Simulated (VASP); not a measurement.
A run of VASP 6.6.1 is set up as follows.

File INCAR:

```
SYSTEM = BeZn2Se3
PREC = Accurate ; ENCUT = 520
EDIFF = 1E-7 ; ISMEAR = 0
SIGMA = 0.02 ; LREAL = .False.
LASPH = .True. ; NELM = 60
ALGO = Normal ; ISIF = 2
LWAVE = .False. ; LCHARG = .True.
GGA = PE ; LELF = .True.
LVHAR = .True. ; NBANDS = 31
```

KPOINTS

```
Automatic mesh
0
Gamma
  10 10 10
  0 0 0
```

Contents of POSCAR:

```
BeZn2Se3
1.0
   -1.9722193306      1.9722193306      8.4857629703
    1.9722193306     -1.9722193306      8.4857629703
    1.9722193306      1.9722193306     -8.4857629703
Be Zn Se
1 2 3
Direct
    0.5000000000      0.5000000000      0.0000000000
    0.8385305356      0.8385305356      0.0000000000
    0.1614694644      0.1614694644      0.0000000000
    0.4278862801      0.9278862801      0.5000000000
    0.0721137199      0.5721137199      0.5000000000
    0.7500000000      0.2500000000      0.5000000000
```

Potentials or basis: VASP PAW PBE potentials, release 64 (Be, Zn, Se).

Command:

```sh
$ cat potpaw_PBE.64/Be/POTCAR potpaw_PBE.64/Zn/POTCAR potpaw_PBE.64/Se/POTCAR > POTCAR
$ mpirun -np 1 vasp_std > vasp.out
```

(1) Estimate the pressure.

(2) Predict the band gap on the k mesh.

(3) What does it give for the largest force?

Results:

(1) -1.5 GPa.

(2) 1.70 eV.

(3) 0.015 eV/Å.
